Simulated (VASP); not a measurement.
# SnO (P1) in VASP: single point with r2SCAN

Aim: the single point of SnO with r2SCAN.

Everything below comes from runs of VASP 6.6.1. Logs are shortened: lines on timing, memory, paths and dates and some standing lists are left out, and cuts for length are marked.

### 1 The cell of the first run

The typed cell holds 16 atoms: a = 6.596 Å, b = 6.596 Å, c = 9.216 Å, α = 90.00°, β = 90.00°, γ = 120.00°.

### 2 Single point, r2SCAN

Contents of POSCAR:

```
SnO
1.0
    6.5963126664      0.0000000000      0.0000000000
   -3.2981563332      5.7125743404      0.0000000000
    0.0000000000      0.0000000000      9.2163704805
Sn O
8 8
Direct
    0.1607044490      0.3101456356     -0.0023780511
    0.3463894986      0.1857754380      0.4888711895
    0.1545050405      0.8212262494     -0.0055797453
    0.3401261232      0.6693446373      0.4955461599
    0.6627762568      0.3420648702     -0.0019870078
    0.8558131674      0.1845110343      0.4897305300
    0.6458164668      0.8082932011     -0.0077171377
    0.8454368169      0.6634590246      0.4885927719
    0.1911845270      0.3487942355      0.3859351149
    0.3574510365      0.1829609451      0.8975788264
    0.1972271458      0.8308950951      0.3798321701
    0.2901120969      0.6662234525      0.8536670717
    0.6908138749      0.3938740865      0.3658328414
    0.7585251990      0.1503213698      0.8807426977
    0.6851655049      0.8945903713      0.3544237948
    0.8302955171      0.6576049214      0.8744734185
```

Contents of INCAR.step1:

```
SYSTEM = SnO
ALGO = Normal
EDIFF = 1E-4
ENCUT = 520
GGA = PE
ISMEAR = -1
LASPH = .TRUE.
LCHARG = .FALSE.
LREAL = Auto
LWAVE = .TRUE.
NBANDS = 94
NELM = 60
PREC = Accurate
SIGMA = 0.19
```

Contents of INCAR.step2:

```
SYSTEM = SnO
ALGO = Normal
EDIFF = 1E-7
ENCUT = 520
ISIF = 2
ISMEAR = -1
ISTART = 1
LASPH = .TRUE.
LCHARG = .FALSE.
LMIXTAU = .TRUE.
LREAL = Auto
LWAVE = .FALSE.
METAGGA = R2SCAN
NBANDS = 94
NELM = 60
PREC = Accurate
SIGMA = 0.19
```

Contents of KPOINTS:

```
k-points
0
G
  3 3 2
  0 0 0
```

Potentials or basis: VASP PAW PBE potentials, release 64 (Sn_d, O).

Started as:

```sh
cat potpaw_PBE.64/Sn_d/POTCAR potpaw_PBE.64/O/POTCAR > POTCAR
cp INCAR.step1 INCAR
mpirun -np 1 vasp_std > vasp.out
cp INCAR.step2 INCAR
mpirun -np 1 vasp_std > vasp.out
```

OUTCAR:

```text
SYSTEM = SnO
   EDIFF = 1E-7
   ENCUT = 520
   ISIF = 2
   ISMEAR = -1
   ISTART = 1
   LASPH = .TRUE.
   LREAL = Auto
   METAGGA = R2SCAN
   NELM = 60
   PREC = Accurate

 ion  position               nearest neighbor table
   1  0.161  0.310  0.998-  10 2.08  12 2.45  14 2.55   3 3.20   5 3.21   7 3.24   7 3.35   3 3.39
                             5 3.39
   2  0.346  0.186  0.489-   9 2.05  11 2.27  13 2.28   4 3.21   8 3.22   6 3.23   6 3.36   8 3.38
                             4 3.39
   3  0.155  0.821  0.994-  12 2.11  16 2.16  10 2.26   5 3.20   1 3.20   7 3.28   7 3.31   1 3.39
                             5 3.40
   4  0.340  0.669  0.496-  11 2.04   9 2.09  15 2.39   6 3.20   2 3.21   8 3.24   8 3.35   2 3.39
                             6 3.40
   5  0.663  0.342  0.998-  10 1.98  14 1.99  16 2.13   7 3.13   3 3.20   1 3.21   1 3.39   3 3.40
                             7 3.47
   6  0.856  0.185  0.490-  15 2.08   9 2.14  13 2.43   8 3.19   4 3.20   2 3.23   2 3.36   4 3.40
                             8 3.40
   7  0.646  0.808  0.992-  16 2.20  14 2.24  12 2.41   5 3.13   1 3.24   3 3.28   3 3.31   1 3.35
                             5 3.47
   8  0.845  0.663  0.489-  13 1.92  11 2.25  15 2.57   6 3.19   2 3.22   4 3.24   4 3.35   2 3.38
                             6 3.40
   9  0.191  0.349  0.386-   2 2.05   4 2.09   6 2.14
  10  0.357  0.183  0.898-   5 1.98   1 2.08   3 2.26
  11  0.197  0.831  0.380-   4 2.04   8 2.25   2 2.27
  12  0.290  0.666  0.854-   3 2.11   7 2.41   1 2.45
  13  0.691  0.394  0.366-   8 1.92   2 2.28   6 2.43
  14  0.759  0.150  0.881-   5 1.99   7 2.24   1 2.55
  15  0.685  0.895  0.354-   6 2.08   4 2.39   8 2.57
  16  0.830  0.658  0.874-   5 2.13   3 2.16   7 2.20

  LATTYP: Found a hexagonal cell.
 ALAT       =     6.5963126664
 C/A-ratio  =     1.3972003673

  Lattice vectors:

 A1 = (   6.5963126664,   0.0000000000,   0.0000000000)
 A2 = (  -3.2981563332,   5.7125743404,   0.0000000000)
 A3 = (   0.0000000000,   0.0000000000,   9.2163704805)

Analysis of symmetry for initial positions (statically):
=====================================================================
 Subroutine PRICEL returns:
 Original cell was already a primitive cell.

 Routine SETGRP: Setting up the symmetry group for a
 hexagonal supercell.

 Subroutine GETGRP returns: Found  1 space group operations
 (whereof  1 operations were pure point group operations)
 out of a pool of 24 trial point group operations.

The static configuration has the point symmetry C_1 .

Analysis of symmetry for dynamics (positions and initial velocities):
=====================================================================
 Subroutine PRICEL returns:
 Original cell was already a primitive cell.

 Routine SETGRP: Setting up the symmetry group for a
 hexagonal supercell.

 Subroutine GETGRP returns: Found  1 space group operations
 (whereof  1 operations were pure point group operations)
 out of a pool of 24 trial point group operations.

The dynamic configuration has the point symmetry C_1 .

 Subroutine INISYM returns: Found  1 space group operations
 (whereof  1 operations are pure point group operations),
 and found     1 'primitive' translations

----------------------------------------------------------------------------------------

                                     Primitive cell

  volume of cell :     347.2906

  direct lattice vectors                    reciprocal lattice vectors
     6.596312666  0.000000000  0.000000000     0.151599848  0.087526213  0.000000000
    -3.298156333  5.712574340  0.000000000     0.000000000  0.175052427  0.000000000
     0.000000000  0.000000000  9.216370481     0.000000000  0.000000000  0.108502583

  length of vectors
     6.596312666  6.596312666  9.216370481     0.175052427  0.175052427  0.108502583

  position of ions in fractional coordinates (direct lattice)
     0.160704449  0.310145636  0.997621949
     0.346389499  0.185775438  0.488871190
     0.154505040  0.821226249  0.994420255
     0.340126123  0.669344637  0.495546160
     0.662776257  0.342064870  0.998012992
     0.855813167  0.184511034  0.489730530
[... 8 lines left out ...]
     0.685165505  0.894590371  0.354423795
     0.830295517  0.657604921  0.874473419

  ion indices of the primitive-cell ions
   primitive index   ion index
                 1           1
                 2           2
                 3           3
                 4           4
                 5           5
                 6           6
[... 8 lines left out ...]
                15          15
                16          16

----------------------------------------------------------------------------------------

 KPOINTS: k-points

Automatic generation of k-mesh.
 Grid dimensions read from file:
 generate k-points for:    3    3    2

 Generating k-lattice:

  Cartesian coordinates                     Fractional coordinates (reciprocal lattice)
     0.050533283  0.029175404  0.000000000     0.333333333  0.000000000  0.000000000
     0.000000000  0.058350809  0.000000000     0.000000000  0.333333333  0.000000000
     0.000000000  0.000000000  0.054251291     0.000000000  0.000000000  0.500000000

  Length of vectors
     0.058350809  0.058350809  0.054251291

  Shift w.r.t. Gamma in fractional coordinates (k-lattice)
     0.000000000  0.000000000  0.000000000

 Subroutine IBZKPT returns following result:
 ===========================================

 Found     10 irreducible k-points:

 Following reciprocal coordinates:
            Coordinates               Weight
  0.000000  0.000000  0.000000      1.000000
  0.333333  0.000000  0.000000      2.000000
  0.000000  0.333333  0.000000      2.000000
 -0.333333  0.333333  0.000000      2.000000
  0.333333  0.333333  0.000000      2.000000
  0.000000  0.000000  0.500000      1.000000
  0.333333  0.000000  0.500000      2.000000
  0.000000  0.333333  0.500000      2.000000
 -0.333333  0.333333  0.500000      2.000000
  0.333333  0.333333  0.500000      2.000000
   k-points           NKPTS =     10   k-points in BZ     NKDIM =     10   number of bands    NBANDS=     94
   number of dos      NEDOS =    301   number of ions     NIONS =     16
   total plane-waves  NPLWV = 175000
   dimension x,y,z NGX =    50 NGY =   50 NGZ =   70
   dimension x,y,z NGXF=   100 NGYF=  100 NGZF=  140
   ions per type =               8   8
   NGX,Y,Z   is equivalent  to a cutoff of  12.60, 12.60, 12.63 a.u.
   NGXF,Y,Z  is equivalent  to a cutoff of  25.20, 25.20, 25.25 a.u.
 SYSTEM =  SnO
   PREC   = accura    normal or accurate (medium, high low for compatibility)
   ISTART =      1    job   : 0-new  1-cont  2-samecut
   ICHARG =      0    charge: 1-file 2-atom 10-const
   ISPIN  =      1    spin polarized calculation?
   LNONCOLLINEAR =      F non collinear calculations
   LSORBIT =      F    spin-orbit coupling
   LASPH  =      T    aspherical Exc in radial PAW
   ENCUT  =  520.0 eV  38.22 Ry    6.18 a.u.  12.26 12.26 17.14*2*pi/ulx,y,z
   NELM   =     60;   NELMIN=  2; NELMDL=  0     # of ELM steps
   EDIFF  = 0.1E-06   stopping-criterion for ELM
   LREAL  =      T    real-space projection
   EDIFFG = 0.1E-05   stopping-criterion for IOM
   NSW    =      0    number of steps for IOM
   IBRION =     -1    ionic relax: 0-MD 1-quasi-New 2-CG
   NFREE  =      0    steps in history (QN), initial steepest desc. (CG)
   ISIF   =      2    stress and relaxation
   ISYM   =      2    0-nonsym 1-usesym 2-fastsym
   POTIM  = 0.5000    time-step for ionic-motion
   TEBEG  =    0.0;   TEEND  =   0.0 temperature during run
   PSTRESS=    0.0 pullay stress
   NELECT =     160.0000    total number of electrons
   NUPDOWN=      -1.0000    fix difference up-down
   EMIN   =  10.00;   EMAX   =-10.00  energy-range for DOS
   EFERMI =   0.00;   METHOD = LEGACY
   ISMEAR =    -1;   SIGMA  =   0.19  broadening in eV -4-tet -1-fermi 0-gaus
   EFERMI_NEDOS =   21; number of points for ismear=-14 and -15
   IALGO  =     38    algorithm
   IMIX   =      4    mixing-type and parameters
     AMIX     =   0.40;   BMIX     =  1.00
     AMIX_MAG =   1.60;   BMIX_MAG =  1.00
  volume/ion in A,a.u.               =      21.71       146.48
  Fermi-wavevector in a.u.,A,eV,Ry     =   1.264398  2.389366 21.751667  1.598702
  Thomas-Fermi vector in A             =   2.397705
   LORBIT       =      0    0 simple, 1 ext, 2 COOP (PROOUT), +10 PAW based schemes
   METAGGA = R2SCAN    functional components
   LHFCALC =     F    Hartree Fock is set to
   AEXX    =    0.0000 exact exchange contribution
   IVDW    =     0    specifies the selected vdW correction
   LEPSILON=     F    determine dielectric tensor
   LRPA    =     F    only Hartree local field effects (RPA)
 non-spin polarized calculation
  energy-cutoff  :      520.00
  volume of cell :      347.29
 maximum number of plane-waves:      9384
 NGX is ok and might be reduce to    50
   NGX = 25   NGY = 25   NGZ = 35

 number of electron     160.0000008 magnetization

 Free energy of the ion-electron system (eV)
  ---------------------------------------------------
  ext. energy  EPLUGINS =         0.00000000
  ---------------------------------------------------
  free energy    TOTEN  =      -259.20570304 eV

  energy without entropy =     -259.09185876  energy(sigma->0) =     -259.14878090

 E-fermi :   4.3402     XC(G=0):  -9.6192

 val. band max:        3.8271433228   @ k =   0.3333   0.3333   0.0000
 cond. band min:       4.4921623345   @ k =   0.0000   0.0000   0.0000
 fundamental gap:      0.6650190117
 Fermi energy:         4.3402489660

 k-point     1 :       0.0000    0.0000    0.0000
  band No.  band energies     occupation
      1     -18.8065      2.00000
      2     -18.6978      2.00000
      3     -18.5878      2.00000
      4     -18.3101      2.00000
      5     -18.3056      2.00000
      6     -18.2877      2.00000
[... 84 lines left out ...]
     91       9.5836      0.00000
     92      10.1097      0.00000

 k-point     2 :       0.3333    0.0000    0.0000
  band No.  band energies     occupation
      1     -18.7778      2.00000
      2     -18.6688      2.00000
      3     -18.5536      2.00000
      4     -18.3087      2.00000
      5     -18.2701      2.00000
      6     -18.2566      2.00000
[... 844 lines left out ...]
     91       8.2858      0.00000
     92       8.3846      0.00000
 [bands above 92 left out]

------------------------ aborting loop because EDIFF is reached ----------------------------------------

  FORCE on cell =-STRESS in cart. coord.  units (eV):
  Direction    XX          YY          ZZ          XY          YZ          ZX
  --------------------------------------------------------------------------------------
  -------------------------------------------------------------------------------------
  Total        5.0244607      3.1635564     -2.8304566     -0.0948794      5.6369051      0.2257523
  in kB       23.1796574     14.5946319    -13.0579217     -0.4377130     26.0050853      1.0414774
  external PRESSURE =       8.2387892 kB  Pullay stress =       0.0000000 kB

 VOLUME and BASIS-vectors are now :
 -----------------------------------------------------------------------------
  energy-cutoff  :      520.00
  volume of cell :      347.29
      direct lattice vectors                 reciprocal lattice vectors
     6.596312666  0.000000000  0.000000000     0.151599848  0.087526213  0.000000000
    -3.298156333  5.712574340  0.000000000     0.000000000  0.175052427  0.000000000
     0.000000000  0.000000000  9.216370481     0.000000000  0.000000000  0.108502583

 POSITION                                       TOTAL-FORCE (eV/Angst)
 -----------------------------------------------------------------------------------
      0.03715      1.77173      9.19445        -1.422863      1.003795     -0.373196
      1.67218      1.06126      4.50562         1.429451     -0.776097      0.097442
     -1.68937      4.69132      9.16495         0.386201     -0.369747     -0.590703
      0.03598      3.82368      4.56714         1.361383      1.613727      0.153632
      3.24370      1.95407      9.19806         1.165184      0.635386      1.364951
      5.03666      1.05403      4.51354        -0.944056     -0.816644     -0.520339
[... 8 lines left out ...]
      1.56907      5.11041      3.26650         0.295930     -0.505260      1.384289
      3.30801      3.75662      8.05947        -0.444780      0.657597     -0.069814
 -----------------------------------------------------------------------------------
    total drift:                                0.001031     -0.030705      0.015655

  FREE ENERGIE OF THE ION-ELECTRON SYSTEM (eV)
  ---------------------------------------------------
  free  energy   TOTEN  =      -259.2057030414 eV

  energy  without entropy=     -259.0918587560  energy(sigma->0) =     -259.14878090
```

Wall time 29 min (1 thread of Intel Xeon Platinum 8488C (Sapphire Rapids), shared host); peak memory 0.57 GiB.

Results:

| Property | Result |
| --- | --- |
| Free energy | -259.2057 eV |
| Pressure | 0.8 GPa |
| Largest force | 3.153 eV/Å |
| Band gap on the k mesh | 0.67 eV (least direct gap 0.91 eV) |

Forces in eV/Å, atoms in the order of the input:
```
Sn  -1.423  1.004 -0.373
Sn   1.429 -0.776  0.097
Sn   0.386 -0.370 -0.591
Sn   1.361  1.614  0.154
Sn   1.165  0.635  1.365
Sn  -0.944 -0.817 -0.520
Sn  -0.906  0.751 -0.979
Sn  -0.354  3.026  0.811
O   -0.445 -0.316 -1.244
O   -1.846 -1.070 -1.317
O   -1.133  0.440  0.057
O    0.870 -0.530  1.706
O   -0.133 -2.623 -0.648
O    2.121 -1.121  0.168
O    0.296 -0.505  1.384
O   -0.445  0.658 -0.070
```

Levels at points of the mesh, in eV from the valence-band top:
```csv
k point,band 78,band 79,band 80,band 81,band 82,band 83
"(0.00, 0.00, 0.00)",-0.73,-0.67,-0.25,0.67,1.09,1.38
"(0.00, 0.00, 0.50)",-0.91,-0.80,-0.44,0.79,1.19,1.37
```

Caveat: the atoms stand as in a frame of molecular dynamics; the structure was generated, so it needn't be the stable form of SnO; semilocal functionals underestimate gaps, and a narrow one can read as zero; the PAW data sets were made with another functional, which shifts forces and pressure a little; spin-orbit coupling is left out, which moves the levels of the heavy elements. A k mesh can miss the band edges.
